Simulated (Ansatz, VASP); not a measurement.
## Two plane-wave programs on Ir

```
Ir
1.0
     0.00000    1.93606    1.93606
     1.93606    0.00000    1.93606
     1.93606    1.93606    0.00000
Ir
1
Direct
  0.00000 0.00000 0.00000
```

Alike in both runs: task single point; functional PBE; k mesh 14 × 14 × 14; occupations methfessel-paxton of order 1, width 0.03 eV; no spin polarisation.

|  | VASP | Ansatz |
| --- | --- | --- |
| version | VASP 6.6.1 | Ansatz 0.2.0 |
| potentials or method | VASP PAW PBE potentials, release 64 (Ir), cutoff 520 eV | plane waves (420 eV) with PAW, scalar-relativistic |
| valence electrons in the cell | 9 | 17 |

VASP gave:

| Property | Result |
| --- | --- |
| pressure (GPa) | 0.3 |

Q: Which values does Ansatz return?

A: Pressure (GPa): -0.2.

With one functional, cell and mesh, what is left measures potentials, basis and numerics. VASP's potentials hold 9 valence electrons a cell and Ansatz's 17, so a difference there can come from the potentials and not from the codes.

Neither program's run includes spin-orbit coupling.
